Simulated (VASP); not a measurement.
# KRe3 (P4/mmm) in VASP: a series of runs

KRe3 is run at these levels: PBE; tasks: single point.

Everything below comes from runs of VASP 6.6.1. Logs are shortened: lines on timing, memory, paths and dates and some standing lists are left out, and cuts for length are marked.

### 1 The cell of the first run

Symmetry: P4/mmm, No. 123, tetragonal system. Conventional cell: a = 3.108 Å, b = 3.108 Å, c = 8.726 Å, α = 90.00°, β = 90.00°, γ = 90.00°. Within 4.1 Å of K (site symmetry 4/mmm) lie 4 K at 3.11 Å and 8 Re at 3.68 Å. Within 3.4 Å of Re (site symmetry 4mm) lie 9 Re at 2.61 to 3.11 Å. Within 3.4 Å of Re (site symmetry 4/mmm) lie 12 Re at 2.61 to 3.11 Å.

The cell was generated, and may not be a known phase.

### 2 Single point, PBE, collinear spin

File INCAR:

```
SYSTEM = KRe3
PREC = Accurate ; ENCUT = 600
EDIFF = 1E-6 ; ISMEAR = 0
SIGMA = 0.1 ; LREAL = .FALSE.
LASPH = .TRUE. ; NELM = 200
ALGO = Normal ; ISIF = 2
LWAVE = .FALSE. ; LCHARG = .FALSE.
ISPIN = 2 ; MAGMOM = 0 1 1 1
LORBIT = 11 ; LMAXMIX = 4
GGA = PE ; NBANDS = 27
GGA_COMPAT = .FALSE.
```

File KPOINTS:

```
Automatic mesh
0
G
  6 6 2
  0 0 0
```

File POSCAR:

```
KRe3
1.0
    3.1076668873      0.0000000000      0.0000000000
    0.0000000000      3.1076668873      0.0000000000
    0.0000000000      0.0000000000      8.7256022845
K Re
1 3
Direct
    0.0000000000      0.0000000000      0.5000000000
    0.5000000000      0.5000000000      0.1623241058
    0.5000000000      0.5000000000      0.8376758942
    0.0000000000      0.0000000000      0.0000000000
```

Potentials or basis: VASP PAW PBE potentials, release 64 (K_sv, Re).

Started as:

```sh
$ cat potpaw_PBE.64/K_sv/POTCAR potpaw_PBE.64/Re/POTCAR > POTCAR
$ mpirun -np 1 vasp_std > vasp.out
```

OUTCAR:

```text
SYSTEM = KRe3
   PREC = Accurate
   ENCUT = 600
   EDIFF = 1E-6
   ISMEAR = 0
   LREAL = .FALSE.
   LASPH = .TRUE.
   NELM = 200
   ISIF = 2
   ISPIN = 2
   LORBIT = 11
   GGA = PE

 ion  position               nearest neighbor table
   1  0.000  0.000  0.500-
   2  0.500  0.500  0.162-   4 2.61   4 2.61   4 2.61   4 2.61   3 2.83
   3  0.500  0.500  0.838-   4 2.61   4 2.61   4 2.61   4 2.61   2 2.83
   4  0.000  0.000  0.000-   2 2.61   3 2.61   2 2.61   3 2.61   2 2.61   3 2.61   2 2.61   3 2.61

  LATTYP: Found a simple tetragonal cell.
 ALAT       =     3.1076668873
 C/A-ratio  =     2.8077662764

  Lattice vectors:

 A1 = (   3.1076668873,   0.0000000000,   0.0000000000)
 A2 = (   0.0000000000,   3.1076668873,   0.0000000000)
 A3 = (   0.0000000000,   0.0000000000,   8.7256022845)

Analysis of symmetry for initial positions (statically):
=====================================================================
 Subroutine PRICEL returns:
 Original cell was already a primitive cell.

 Routine SETGRP: Setting up the symmetry group for a
 simple tetragonal supercell.

 Subroutine GETGRP returns: Found 16 space group operations
 (whereof 16 operations were pure point group operations)
 out of a pool of 16 trial point group operations.

The static configuration has the point symmetry D_4h.

Analysis of symmetry for dynamics (positions and initial velocities):
=====================================================================
 Subroutine PRICEL returns:
 Original cell was already a primitive cell.

 Routine SETGRP: Setting up the symmetry group for a
 simple tetragonal supercell.

 Subroutine GETGRP returns: Found 16 space group operations
 (whereof 16 operations were pure point group operations)
 out of a pool of 16 trial point group operations.

The dynamic configuration has the point symmetry D_4h.

Analysis of structural, dynamic, and magnetic symmetry:
=====================================================================
 Subroutine PRICEL returns:
 Original cell was already a primitive cell.

 Routine SETGRP: Setting up the symmetry group for a
 simple tetragonal supercell.

 Subroutine GETGRP returns: Found 16 space group operations
 (whereof 16 operations were pure point group operations)
 out of a pool of 16 trial point group operations.

The overall configuration has the point symmetry D_4h.

 Subroutine INISYM returns: Found 16 space group operations
 (whereof 16 operations are pure point group operations),
 and found     1 'primitive' translations

----------------------------------------------------------------------------------------

                                     Primitive cell

  volume of cell :      84.2683

  direct lattice vectors                    reciprocal lattice vectors
     3.107666887  0.000000000  0.000000000     0.321784810  0.000000000  0.000000000
     0.000000000  3.107666887  0.000000000     0.000000000  0.321784810  0.000000000
     0.000000000  0.000000000  8.725602285     0.000000000  0.000000000  0.114605269

  length of vectors
     3.107666887  3.107666887  8.725602285     0.321784810  0.321784810  0.114605269

  position of ions in fractional coordinates (direct lattice)
     0.000000000  0.000000000  0.500000000
     0.500000000  0.500000000  0.162324106
     0.500000000  0.500000000  0.837675894
     0.000000000  0.000000000  0.000000000

  ion indices of the primitive-cell ions
   primitive index   ion index
                 1           1
                 2           2
                 3           3
                 4           4

----------------------------------------------------------------------------------------

 KPOINTS: Automatic mesh

Automatic generation of k-mesh.
 Grid dimensions read from file:
 generate k-points for:    6    6    2

 Generating k-lattice:

  Cartesian coordinates                     Fractional coordinates (reciprocal lattice)
     0.053630802  0.000000000  0.000000000     0.166666667  0.000000000  0.000000000
     0.000000000  0.053630802  0.000000000     0.000000000  0.166666667  0.000000000
     0.000000000  0.000000000  0.057302635     0.000000000  0.000000000  0.500000000

  Length of vectors
     0.053630802  0.053630802  0.057302635

  Shift w.r.t. Gamma in fractional coordinates (k-lattice)
     0.000000000  0.000000000  0.000000000

 Subroutine IBZKPT returns following result:
 ===========================================

 Found     20 irreducible k-points:

 Following reciprocal coordinates:
            Coordinates               Weight
  0.000000  0.000000  0.000000      1.000000
  0.166667  0.000000  0.000000      4.000000
  0.333333  0.000000  0.000000      4.000000
  0.500000  0.000000  0.000000      2.000000
  0.166667  0.166667  0.000000      4.000000
  0.333333  0.166667  0.000000      8.000000
[... 12 lines left out ...]
  0.500000  0.333333  0.500000      4.000000
  0.500000  0.500000  0.500000      1.000000
   k-points           NKPTS =     20   k-points in BZ     NKDIM =     20   number of bands    NBANDS=     27
   number of dos      NEDOS =    301   number of ions     NIONS =      4
   total plane-waves  NPLWV =  54880
   dimension x,y,z NGX =    28 NGY =   28 NGZ =   70
   dimension x,y,z NGXF=    56 NGYF=   56 NGZF=  140
   ions per type =               1   3
   NGX,Y,Z   is equivalent  to a cutoff of  14.98, 14.98, 13.34 a.u.
   NGXF,Y,Z  is equivalent  to a cutoff of  29.96, 29.96, 26.67 a.u.
 SYSTEM =  KRe3
   PREC   = accura    normal or accurate (medium, high low for compatibility)
   ISTART =      0    job   : 0-new  1-cont  2-samecut
   ICHARG =      2    charge: 1-file 2-atom 10-const
   ISPIN  =      2    spin polarized calculation?
   LNONCOLLINEAR =      F non collinear calculations
   LSORBIT =      F    spin-orbit coupling
   LASPH  =      T    aspherical Exc in radial PAW
   ENCUT  =  600.0 eV  44.10 Ry    6.64 a.u.   6.21  6.21 17.43*2*pi/ulx,y,z
   NELM   =    200;   NELMIN=  2; NELMDL= -5     # of ELM steps
   EDIFF  = 0.1E-05   stopping-criterion for ELM
   LREAL  =      F    real-space projection
[... 7 lines left out ...]
   TEBEG  =    0.0;   TEEND  =   0.0 temperature during run
   PSTRESS=    0.0 pullay stress
   NELECT =      30.0000    total number of electrons
   NUPDOWN=      -1.0000    fix difference up-down
   EMIN   =  10.00;   EMAX   =-10.00  energy-range for DOS
   EFERMI =   0.00;   METHOD = LEGACY
   ISMEAR =     0;   SIGMA  =   0.10  broadening in eV -4-tet -1-fermi 0-gaus
   EFERMI_NEDOS =   21; number of points for ismear=-14 and -15
   IALGO  =     38    algorithm
   IMIX   =      4    mixing-type and parameters
     AMIX     =   0.40;   BMIX     =  1.00
     AMIX_MAG =   1.60;   BMIX_MAG =  1.00
  volume/ion in A,a.u.               =      21.07       142.17
  Fermi-wavevector in a.u.,A,eV,Ry     =   1.160274  2.192599 18.316642  1.346235
  Thomas-Fermi vector in A             =   2.296858
   LORBIT       =     11    0 simple, 1 ext, 2 COOP (PROOUT), +10 PAW based schemes
   GGA     = PE    functional components
   LHFCALC =     F    Hartree Fock is set to
   AEXX    =    0.0000 exact exchange contribution
   IVDW    =     0    specifies the selected vdW correction
   LEPSILON=     F    determine dielectric tensor
   LRPA    =     F    only Hartree local field effects (RPA)
 spin polarized calculation
 Gauss-broadening in eV      SIGMA  =   0.10
  energy-cutoff  :      600.00
  volume of cell :       84.27
 maximum number of plane-waves:      2832
 NGX is ok and might be reduce to    28
   NGX = 13   NGY = 13   NGZ = 35

 number of electron      29.9999999 magnetization       0.0027385

 Free energy of the ion-electron system (eV)
  ---------------------------------------------------
  ext. energy  EPLUGINS =         0.00000000
  ---------------------------------------------------
  free energy    TOTEN  =       -34.13667520 eV

  energy without entropy =      -34.12482684  energy(sigma->0) =      -34.13075102

 E-fermi :   4.5628     XC(G=0): -10.9417

 val. band max:        4.5280774518   @ k =   0.5000   0.0000   0.5000
 cond. band min:       4.5842222138   @ k =   0.5000   0.5000   0.0000
 fundamental gap:      0.0561447620
 Fermi energy:         4.5628114463

 spin component 1

 k-point     1 :       0.0000    0.0000    0.0000
  band No.  band energies     occupation
      1     -26.7980      1.00000
      2     -10.1645      1.00000
      3      -9.7395      1.00000
      4      -9.7395      1.00000
      5      -4.4550      1.00000
      6      -1.7878      1.00000
[... 19 lines left out ...]
     26      13.0419      0.00000
     27      13.0421      0.00000
[... 541 lines left out ...]
 k-point    20 :       0.5000    0.5000    0.5000
  band No.  band energies     occupation
      1     -26.4576      1.00000
      2     -10.7701      1.00000
      3     -10.7701      1.00000
      4      -9.7704      1.00000
      5      -1.7005      1.00000
      6      -0.5262      1.00000
[... 19 lines left out ...]
     26      11.3143      0.00000
     27      11.3827      0.00000
 Fermi energy:         4.5628114463

 spin component 2

 k-point     1 :       0.0000    0.0000    0.0000
  band No.  band energies     occupation
      1     -26.7977      1.00000
      2     -10.1641      1.00000
      3      -9.7392      1.00000
      4      -9.7392      1.00000
      5      -4.4550      1.00000
      6      -1.7878      1.00000
[... 19 lines left out ...]
     26      13.0426      0.00000
     27      13.0427      0.00000
[... 541 lines left out ...]
 k-point    20 :       0.5000    0.5000    0.5000
  band No.  band energies     occupation
      1     -26.4573      1.00000
      2     -10.7697      1.00000
      3     -10.7697      1.00000
      4      -9.7701      1.00000
      5      -1.7002      1.00000
      6      -0.5262      1.00000
[... 19 lines left out ...]
     26      11.3152      0.00000
     27      11.3831      0.00000

------------------------ aborting loop because EDIFF is reached ----------------------------------------

  FORCE on cell =-STRESS in cart. coord.  units (eV):
  Direction    XX          YY          ZZ          XY          YZ          ZX
  --------------------------------------------------------------------------------------
  -------------------------------------------------------------------------------------
  Total       -0.2309299     -0.2309299     -0.1547050      0.0000000      0.0000000      0.0000000
  in kB       -4.3906250     -4.3906250     -2.9413766      0.0000000      0.0000000      0.0000000
  external PRESSURE =      -3.9075422 kB  Pullay stress =       0.0000000 kB

 VOLUME and BASIS-vectors are now :
 -----------------------------------------------------------------------------
  energy-cutoff  :      600.00
  volume of cell :       84.27
      direct lattice vectors                 reciprocal lattice vectors
     3.107666887  0.000000000  0.000000000     0.321784810  0.000000000  0.000000000
     0.000000000  3.107666887  0.000000000     0.000000000  0.321784810  0.000000000
     0.000000000  0.000000000  8.725602285     0.000000000  0.000000000  0.114605269

 POSITION                                       TOTAL-FORCE (eV/Angst)
 -----------------------------------------------------------------------------------
      0.00000      0.00000      4.36280         0.000000      0.000000      0.000000
      1.55383      1.55383      1.41638         0.000000     -0.000000     -0.067442
      1.55383      1.55383      7.30923        -0.000000     -0.000000      0.067442
      0.00000      0.00000      0.00000         0.000000      0.000000      0.000000
 -----------------------------------------------------------------------------------
    total drift:                               -0.000000     -0.000000      0.000000

  FREE ENERGIE OF THE ION-ELECTRON SYSTEM (eV)
  ---------------------------------------------------
  free  energy   TOTEN  =       -34.1366751989 eV

  energy  without entropy=      -34.1248268368  energy(sigma->0) =      -34.13075102

 total charge

# of ion       s       p       d       tot
------------------------------------------
    1        1.984   5.576   0.054   7.614
    2        0.602   0.462   4.798   5.863
    3        0.602   0.462   4.798   5.863
    4        0.655   0.730   4.799   6.184
--------------------------------------------------
tot          3.843   7.230  14.450  25.523

 magnetization (x)

# of ion       s       p       d       tot
------------------------------------------
    1        0.000   0.000   0.000   0.000
    2        0.000   0.000   0.000   0.000
    3        0.000   0.000   0.000   0.000
    4        0.000  -0.000   0.000   0.000
--------------------------------------------------
tot          0.000   0.000   0.000   0.000
```

Wall time 5.4 min (1 thread of Intel Xeon 8259CL, shared host); peak memory 0.31 GiB.

What came out:

```
Free energy                                           : -34.1367 eV
Pressure                                              : -0.4 GPa
Largest force                                         : 0.067 eV/Å
Band gap on the k mesh                                : zero (filled and empty bands overlap)
Net moment                                            : 0.00 μB per cell
Valence electrons inside the program's atomic spheres : K 7.61; Re 5.86, 6.18 (each value once)
```

Forces in eV/Å, atoms in the order of the input:
```
K    0.000  0.000  0.000
Re   0.000  0.000 -0.067
Re   0.000  0.000  0.067
Re   0.000  0.000  0.000
```

Stress tensor (GPa, compression positive):
```
-0.44  0.00  0.00
 0.00 -0.44  0.00
 0.00  0.00 -0.29
```

Levels at points of the mesh, in eV from the Fermi level:
Spin up:
```
           k point  band 11  band 12  band 13  band 14  band 15  band 16  band 17  band 18  band 19  band 20
(0.00, 0.00, 0.00)    -2.21    -2.03    -2.03    -0.95    -0.95    -0.53     0.35     0.95     1.77     2.00
(0.50, 0.00, 0.00)    -2.68    -1.45    -0.69    -0.32    -0.21     0.80     1.19     1.19     1.79     1.95
(0.50, 0.50, 0.00)    -2.95    -0.19     0.02     0.02     1.03     1.06     1.37     1.80     2.28     2.28
(0.00, 0.00, 0.50)    -2.03    -2.03    -1.90    -0.96    -0.96    -0.79     0.36     0.95     2.03     2.03
(0.50, 0.00, 0.50)    -2.55    -1.74    -0.69    -0.04     0.06     0.78     0.99     1.18     1.32     2.11
(0.50, 0.50, 0.50)    -3.00    -0.07     0.29     0.29     0.30     1.03     1.37     1.78     1.78     2.33
```
Spin down:
```csv
k point,band 12,band 13,band 14,band 15,band 16,band 17,band 18,band 19
"(0.00, 0.00, 0.00)",-2.03,-2.03,-0.95,-0.95,-0.53,0.35,0.95,1.78
"(0.50, 0.00, 0.00)",-1.44,-0.69,-0.31,-0.21,0.80,1.19,1.19,1.79
"(0.50, 0.50, 0.00)",-0.19,0.02,0.02,1.03,1.07,1.37,1.80,2.28
"(0.00, 0.00, 0.50)",-2.03,-1.89,-0.96,-0.96,-0.79,0.36,0.95,2.03
"(0.50, 0.00, 0.50)",-1.74,-0.69,-0.03,0.06,0.78,0.99,1.18,1.32
"(0.50, 0.50, 0.50)",-0.06,0.29,0.29,0.30,1.03,1.37,1.78,1.78
```

Caveat: the k points lie up to 0.36 Å⁻¹ apart, too coarse for converged energies and pressures of a metal; spin-orbit coupling is left out, which moves the levels of the heavy elements.

[end of part 1 of 2]

The gap in the log of VASP goes by the Fermi energy; the results here count the filled bands.